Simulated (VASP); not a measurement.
Here is a VASP 6.6.1 calculation.

Contents of INCAR:

```
PREC = Accurate
ENCUT = 520
EDIFF = 1E-6
ISMEAR = -1
SIGMA = 0.4
LREAL = False
LASPH = True
NELM = 80
ALGO = Normal
ISIF = 2
LWAVE = False
LCHARG = False
GGA = PE
NBANDS = 13
```

KPOINTS

```
regular mesh
0
Gamma
  24 24 24
```

The input POSCAR:

```
W
1.0
   -0.8451852334      1.6903704669      1.6903704669
    1.6903704669     -0.8451852334      1.6903704669
    1.6903704669      1.6903704669     -0.8451852334
W
1
Direct
    0.0000000000      0.0000000000      0.0000000000
```

Potentials or basis: VASP PAW PBE potentials, release 64 (W_sv).

The run is started by

```bash
$ cat potpaw_PBE.64/W_sv/POTCAR > POTCAR
$ mpirun -np 1 vasp_std > vasp.out
```

Task: Estimate the band gap on the k mesh.

Result: Zero (bands 7 and 8 overlap by 3.36 eV).

Task: What does it give for the pressure?

Result: 35.7 GPa.

Caveat: the cell stands under pressure; so wide a smearing shifts energies and pressures; spin-orbit coupling is left out, which moves the levels of the heavy elements.
